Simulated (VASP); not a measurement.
## CsBaPt3: relaxation of cell and atoms with PBE

The system is CsBaPt3.

```
CELL_PARAMETERS angstrom
7.07189 0.00000 0.00000
-3.53594 6.12443 0.00000
0.00000 0.00000 6.04188
ATOMIC_POSITIONS crystal
Cs 0.33333 0.66667 0.75000
Cs 0.66667 0.33333 0.25000
Ba 0.00000 0.00000 0.50000
Ba 0.00000 0.00000 0.00000
Pt 0.14600 0.29200 0.25000
Pt 0.85400 0.14600 0.75000
Pt 0.85400 0.70800 0.75000
Pt 0.14600 0.85400 0.25000
Pt 0.70800 0.85400 0.25000
Pt 0.29200 0.14600 0.75000
```

```
Program                : VASP 6.6.1
Task                   : relaxation of cell and atoms
Functional             : PBE
Potentials or basis    : VASP PAW PBE potentials, release 64 (Cs_sv, Ba_sv, Pt)
Cutoff                 : 600 eV
k mesh                 : 3 × 3 × 4
Occupations            : gaussian, width 0.1 eV
Spin                   : no spin polarisation
Dipole correction      : no
Further INCAR settings : ALGO = Fast; EDIFF = 1e-07; IBRION = 2; EDIFFG = -0.04; NSW = 90; ISIF = 3
```

```json
{
  "Relaxed volume": "33.29 Å³/atom",
  "Relaxed cell": "a = 6.148 Å, b = 6.148 Å, c = 10.168 Å, α = 90.00°, β = 90.00°, γ = 120.00°",
  "Space group after relaxing (to 0.1 Å)": "P6_3/mmc (No. 194)",
  "Pressure after relaxing": "0.0 GPa",
  "Largest force after relaxing": "0.008 eV/Å",
  "Band gap on the k mesh": "zero (bands 49 and 50 overlap by 1.74 eV)"
}
```

Forces on the atoms (eV/Å):
```
Cs   0.000  0.000  0.000
Cs   0.000  0.000  0.000
Ba   0.000  0.000  0.000
Ba   0.000  0.000  0.000
Pt   0.000 -0.008  0.000
Pt   0.007 -0.004  0.000
Pt   0.000  0.008  0.000
Pt  -0.007  0.004  0.000
Pt   0.007  0.004  0.000
Pt  -0.007 -0.004  0.000
```

Final structure:
```
Cs Ba Pt
1.0
     6.14832    0.00000    0.00000
    -3.07416    5.32460    0.00000
     0.00000    0.00000   10.16768
Cs Ba Pt
2 2 6
Direct
  0.33333 0.66667 0.75000
  0.66667 0.33333 0.25000
  0.00000 0.00000 0.50000
  0.00000 0.00000 0.00000
  0.18620 0.37240 0.25000
  0.81380 0.18620 0.75000
  0.81380 0.62760 0.75000
  0.18620 0.81380 0.25000
  0.62760 0.81380 0.25000
  0.37240 0.18620 0.75000
```

Levels at points of the mesh, in eV from the Fermi level:
```csv
k point,band 45,band 46,band 47,band 48,band 49,band 50,band 51,band 52
"(0.00, 0.00, 0.00)",-0.37,-0.37,0.67,0.67,0.81,1.01,2.03,2.03
"(0.00, 0.00, 0.50)",-0.45,-0.45,0.67,0.67,1.60,1.60,1.84,1.84
```

Wall time 76 min on 1 thread of AMD EPYC 9R45 (Zen 5) (shared host), peak memory 0.49 GiB.

Caveat: the volume moved by over 15 % at a fixed basis, so the end points are rough; spin-orbit coupling is left out, which moves the levels of the heavy elements.
